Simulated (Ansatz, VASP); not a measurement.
TaN: VASP beside Ansatz

```
CELL_PARAMETERS angstrom
3.05000 0.00000 0.00000
-1.52500 2.64138 0.00000
0.00000 0.00000 4.98940
ATOMIC_POSITIONS crystal
Ta 0.33333 0.66667 0.00000
Ta 0.66667 0.33333 0.50000
N 0.33333 0.66667 0.38500
N 0.66667 0.33333 0.88500
```

Change from the starting cell: zz strain of +1 %, crystal datasets.

Alike in both runs: task electric field gradients; functional PBEsol; k mesh 9 × 9 × 5; occupations fermi-dirac, width 0.01 eV; no spin polarisation.

|  | VASP | Ansatz |
| --- | --- | --- |
| version | VASP 6.6.1 | Ansatz 0.2.0 |
| potentials or method | VASP PAW PBE potentials, release 64 (Ta_pv, N), cutoff 520 eV | all-electron PAW with datasets made for the crystal, scalar-relativistic |

```tsv
	VASP	Ansatz	Ansatz less VASP
pressure (GPa)	123.0	117.5	-5.52
traceless stress, the component that is largest in VASP (GPa)	-19.70	-18.87	+0.830
rms of the force components (eV/Å)	1.619	1.578	-0.0408
size of Vzz on the site where it differs most (V/Å²)	134.7	128.1	-6.56
```

VASP's potentials were made for PBE, not for PBEsol. Atom by atom the forces differ by 0.041 eV/Å (rms over components). Both programs put the cell under a high pressure, so it lies far from rest at this level. Ansatz ran all-electron here, and VASP with PAW potentials.

Spin-orbit coupling is off throughout. Noted on VASP's run: the cell as given lies far from equilibrium.
